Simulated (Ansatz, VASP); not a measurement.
**One calculation of PbS, two programs**

```
Pb S
1.0
     0.00000    3.26592    3.26592
     3.26592    0.00000    3.26592
     3.26592    3.26592    0.00000
Pb S
1 1
Cartesian
  0.0000 0.0000 0.0000
  1.6330 1.6330 1.6330
```

Change from the starting cell: volume scaled by 0.95.

Alike in both runs: task single point; functional PBE; k mesh 11 × 11 × 11; occupations fermi-dirac, width 0.03 eV; no spin polarisation.

|  | VASP | Ansatz |
| --- | --- | --- |
| version | VASP 6.6.1 | Ansatz 0.2.0 |
| potentials or method | VASP PAW PBE potentials, release 64 (Pb_d, S), cutoff 520 eV | all-electron LAPW, scalar-relativistic |

Ansatz gave:

| Item | Value |
| --- | --- |
| pressure (GPa) | 2.1 |

Which values does VASP return?

Pressure (GPa): 2.0.

Ansatz ran all-electron here, and VASP with PAW potentials.

Spin-orbit coupling is off throughout.
